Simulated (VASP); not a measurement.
Here is a VASP 6.6.1 calculation.

Contents of INCAR:

```
SYSTEM = Sn
ALGO = Normal
EDIFF = 1E-7
ENCUT = 520
GGA = CA
ISIF = 2
ISMEAR = -1
LASPH = .True.
LCHARG = .True.
LELF = .True.
LREAL = .False.
LVHAR = .True.
LWAVE = .False.
NBANDS = 21
NELM = 100
PREC = Accurate
SIGMA = 0.1
```

KPOINTS

```
k-points
0
Gamma
  2 2 2
  0 0 0
```

Contents of POSCAR:

```
Sn
1.0
    0.0000000000      3.2380799619      3.2380799619
    3.2380799619      0.0000000000      3.2380799619
    3.2380799619      3.2380799619      0.0000000000
Sn
2
Direct
    0.5000000000      0.5000000000      0.5000000000
    0.7500000000      0.7500000000      0.7500000000
```

Potentials or basis: VASP PAW LDA potentials, release 64 (Sn_d).

The run is started by

```sh
$ cat potpaw_LDA.64/Sn_d/POTCAR > POTCAR
$ mpirun -np 1 vasp_std > vasp.out
```

Question: Predict the pressure.

Answer: 8.8 GPa.

Question: What does it give for the band gap on the k mesh?

Answer: Zero (band 14 reaches 5.66 eV, above the bottom of band 15 at 5.46 eV).

Caveat: the k points lie up to 0.84 Å⁻¹ apart; spin-orbit coupling is left out, which moves the levels of the heavy elements.
